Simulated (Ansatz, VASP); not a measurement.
**Two plane-wave programs on CsSnI3**

```
Cs Sn I
1.0
     6.22436    0.00000    0.00000
     0.00000    6.22436    0.00000
     0.00000    0.00000    6.22436
Cs Sn I
1 1 3
Direct
  0.00000 0.00000 0.00000
  0.50000 0.50000 0.50000
  0.00000 0.50000 0.50000
  0.50000 0.00000 0.50000
  0.50000 0.50000 0.00000
```

Alike in both runs: functional r2SCAN; k mesh 6 × 6 × 6; occupations gaussian, width 0.02 eV; no spin polarisation.

Ansatz relaxed the structure, and its values are those at the end. VASP's run is a single point on that final structure, the one shown.

|  | VASP | Ansatz |
| --- | --- | --- |
| version | VASP 6.6.1 | Ansatz 0.2.0 |
| potentials or method | VASP PAW PBE potentials, release 64 (Cs_sv, Sn_d, I), cutoff 520 eV | scalar-relativistic, plane waves, PAW |
| valence electrons in the cell | 44 | 74 |

```tsv
	VASP	Ansatz	Ansatz less VASP
gap on the k mesh at the Fermi level (eV)	0.46	0.46	+0.001
least direct gap on the mesh (eV)	0.46	0.46	+0.001
pressure (GPa)	0.0	0.0	0.00
```

VASP's potentials were made for PBE, not for r2SCAN. VASP's potentials hold 44 valence electrons a cell and Ansatz's 74, so a difference there can come from the potentials and not from the codes.

Spin-orbit coupling is off throughout.
